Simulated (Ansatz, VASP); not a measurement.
# Two plane-wave programs on Sr2CuSO2

INCAR

```
PREC = Accurate
ENCUT = 520
EDIFF = 1E-7
ISMEAR = -1
SIGMA = 0.05
LREAL = F
LASPH = T
NELM = 60
ALGO = Normal
ISIF = 2
LWAVE = F
LCHARG = F
GGA = PE
NBANDS = 34
```

The input KPOINTS:

```
Automatic mesh
0
Gamma
  7 7 4
```

File POSCAR:

```
Sr2CuSO2
1.0
    3.8761519894      0.0000000000      0.0000000000
    0.0000000000      3.8761519894      0.0000000000
    0.0000000000      0.0000000000      6.8350955212
Sr Cu S O
2 1 1 2
Direct
    0.0000000000      0.0000000000      0.7508430000
    0.0000000000      0.0000000000      0.2491570000
    0.5000000000      0.5000000000      0.0000000000
    0.5000000000      0.5000000000      0.5000000000
    0.5000000000      0.0000000000      0.0000000000
    0.0000000000      0.5000000000      0.0000000000
```

File input.yaml:

```yaml
crystal:
  lattice:
    - [3.8761519894, 0.0, 0.0]
    - [0.0, 3.8761519894, 0.0]
    - [0.0, 0.0, 6.8350955212]
  atoms:
    - { symbol: Sr, position: [0.0, 0.0, 0.750843] }
    - { symbol: Sr, position: [0.0, 0.0, 0.249157] }
    - { symbol: Cu, position: [0.5, 0.5, 0.0] }
    - { symbol: S, position: [0.5, 0.5, 0.5] }
    - { symbol: O, position: [0.5, 0.0, 0.0] }
    - { symbol: O, position: [0.0, 0.5, 0.0] }
hamiltonian:
  xc: pbe
  pseudopotentials: { kind: paw }
kpoints:
  mp_grid: { grid: [7, 7, 4] }
scf:
  occupations: { method: fermi_dirac, width: 0.05 }
output:
  forces: true
  stress: true
  eigenvalues: true
```

Alike in both runs: task single point; functional PBE; k mesh 7 × 7 × 4; occupations fermi-dirac, width 0.05 eV; no spin polarisation.

|  | VASP | Ansatz |
| --- | --- | --- |
| version | VASP 6.6.1 | Ansatz 0.2.0 |
| potentials or method | VASP PAW PBE potentials, release 64 (Sr_sv, Cu, S, O) | Ansatz PAW |
| plane-wave cutoff (eV) | 520 | 420 |
| valence electrons in the cell | 49 | 57 |

Ansatz gave:

| Quantity | Value |
| --- | --- |
| gap on the k mesh at the Fermi level (eV) | none |
| pressure (GPa) | 1.6 |
| traceless stress, the component that is largest in VASP (GPa) | -0.48 |
| rms of the force components (eV/Å) | 0.001 |

Q: What did VASP give for the same quantities?

A: gap on the k mesh at the Fermi level (eV): none; pressure (GPa): 2.1; traceless stress, the component that is largest in VASP (GPa): -0.64; rms of the force components (eV/Å): 0.018.

Atom by atom the forces differ by 0.017 eV/Å (rms over components). A gap of «none» marks a metal or a gap that the smearing closes. VASP's potentials hold 49 valence electrons a cell and Ansatz's 57, so a difference there can come from the potentials and not from the codes.
